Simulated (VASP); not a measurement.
Here is a VASP 6.6.1 calculation.

The input INCAR:

```
SYSTEM = Bi
  PREC = Accurate
  ENCUT = 520
  EDIFF = 1E-6
  ISMEAR = -1
  SIGMA = 0.05
  LREAL = .False.
  LASPH = .True.
  NELM = 100
  ALGO = Normal
  ISIF = 2
  LWAVE = .False.
  LCHARG = .True.
  GGA = PS
  LELF = .True.
  LVHAR = .True.
  NBANDS = 22
```

KPOINTS

```
Automatic mesh
0
Gamma
  4 4 4
  0 0 0
```

POSCAR

```
Bi
1.0
    2.2675000000      1.3091417354      3.9380000000
   -2.2675000000      1.3091417354      3.9380000000
    0.0000000000     -2.6182834708      3.9380000000
Bi
2
Direct
    0.7660000000      0.7660000000      0.7660000000
    0.2340000000      0.2340000000      0.2340000000
```

Potentials or basis: VASP PAW PBE potentials, release 64 (Bi_d).

Command:

```bash
$ cat potpaw_PBE.64/Bi_d/POTCAR > POTCAR
$ mpirun -np 1 vasp_std > vasp.out
```

**Question.** What does it give for the pressure?

**Answer.** -0.6 GPa.

**Question.** Predict the largest force.

**Answer.** 0.095 eV/Å.

Stress tensor (GPa, compression positive):
```
-0.33  0.00  0.00
 0.00 -0.33  0.00
 0.00  0.00 -1.01
```

Caveat: the k points lie up to 0.42 Å⁻¹ apart; the PAW data sets were made with another functional, which shifts forces and pressure a little.
